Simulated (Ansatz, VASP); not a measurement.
**Two plane-wave programs on AgRh**

The input INCAR:

```
ALGO = Normal ; EDIFF = 1E-7
ENCUT = 520 ; GGA = CA
ISIF = 2 ; ISMEAR = -1
LASPH = True ; LCHARG = False
LREAL = False ; LWAVE = False
NBANDS = 20 ; NELM = 60
PREC = Accurate ; SIGMA = 0.05
```

File KPOINTS:

```
k-points
0
Gamma
  11 11 6
```

Contents of POSCAR:

```
AgRh
1.0
    2.8141396046      0.0000000000      0.0000000000
   -1.4070698023      2.4371163874      0.0000000000
    0.0000000000      0.0000000000      4.8718803355
Ag Rh
1 1
Direct
    0.0000000000      0.0000000000      0.5000000000
    0.6666666667      0.3333333333      0.0000000000
```

File input.yaml:

```yaml
crystal:
  lattice:
    - [2.8141396046, 0.0, 0.0]
    - [-1.4070698023, 2.4371163874, 0.0]
    - [0.0, 0.0, 4.8718803355]
  atoms:
    - { symbol: Ag, position: [0.0, 0.0, 0.5] }
    - { symbol: Rh, position: [0.6666666667, 0.3333333333, 0.0] }
hamiltonian:
  xc: lda
  pseudopotentials: { kind: paw }
kpoints:
  mp_grid: { grid: [11, 11, 6] }
scf:
  occupations: { method: fermi_dirac, width: 0.05 }
output:
  forces: true
  stress: true
  eigenvalues: true
```

Alike in both runs: task single point; functional LDA; k mesh 11 × 11 × 6; occupations fermi-dirac, width 0.05 eV; no spin polarisation.

|  | VASP | Ansatz |
| --- | --- | --- |
| version | VASP 6.6.1 | Ansatz 0.2.0 |
| potentials or method | VASP PAW LDA potentials, release 64 (Ag, Rh_pv) | Ansatz PAW |
| plane-wave cutoff (eV) | 520 | 420 |
| valence electrons in the cell | 26 | 36 |

|  | VASP | Ansatz | Ansatz less VASP |
| --- | --- | --- | --- |
| gap on the k mesh at the Fermi level (eV) | none | none | - |
| pressure (GPa) | -19.5 | -19.8 | -0.31 |
| traceless stress, the component that is largest in VASP (GPa) | 0.88 | 0.90 | +0.016 |

LDA's correlation is that of Perdew and Zunger in VASP and of Perdew and Wang (1992) in Ansatz. A gap of «none» marks a metal or a gap that the smearing closes. VASP's potentials hold 26 valence electrons a cell and Ansatz's 36, so a difference there can come from the potentials and not from the codes.
